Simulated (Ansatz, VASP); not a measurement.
This is a calculation of Pb for VASP 6.6.1.

File INCAR:

```
ALGO = Normal ; EDIFF = 1E-7
ENCUT = 520 ; GGA = RE
ISIF = 2 ; ISMEAR = -1
IVDW = 13 ; LASPH = True
LCHARG = False ; LREAL = False
LWAVE = False ; NBANDS = 13
NELM = 100 ; PREC = Accurate
SIGMA = 0.05
```

The input KPOINTS:

```
k-points
0
Gamma
  9 9 9
```

File POSCAR:

```
Pb
1.0
    0.0000000000      2.5075897876      2.5075897876
    2.5075897876      0.0000000000      2.5075897876
    2.5075897876      2.5075897876      0.0000000000
Pb
1
Direct
    0.0000000000      0.0000000000      0.0000000000
```

Potentials or basis: VASP PAW PBE potentials, release 64 (Pb_d).

Launch:

```console
$ cat potpaw_PBE.64/Pb_d/POTCAR > POTCAR
$ mpirun -np 1 vasp_std > vasp.out
```

Q: Translate it to Ansatz 0.2.0. Potentials there: Ansatz PAW.

A: As run (the cutoff follows the program's own potentials):

Contents of input.yaml:

```yaml
crystal:
  lattice:
    - [0.0, 2.5075897876, 2.5075897876]
    - [2.5075897876, 0.0, 2.5075897876]
    - [2.5075897876, 2.5075897876, 0.0]
  atoms:
    - { symbol: Pb, position: [0.0, 0.0, 0.0] }
hamiltonian:
  xc: revpbe
  pseudopotentials: { kind: paw }
  dispersion: d4
kpoints:
  mp_grid: { grid: [9, 9, 9] }
scf:
  occupations: { method: fermi_dirac, width: 0.05 }
output:
  forces: true
  stress: true
  eigenvalues: true
```

Potentials or basis: Ansatz PAW.

Launch:

```console
$ ansatz run input.yaml --threads 2 --pin off --max-ram 5120MiB --backend cpu --events-out ev --progress --plain --runs-dir out
```

Both were run:

|  | VASP | Ansatz | Ansatz less VASP |
| --- | --- | --- | --- |
| gap on the k mesh at the Fermi level (eV) | none | none | - |
| pressure (GPa) | -1.4 | -1.3 | +0.06 |

VASP's potentials were made for PBE, not for revPBE. A gap of «none» marks a metal or a gap that the smearing closes.

Neither program's run includes spin-orbit coupling.
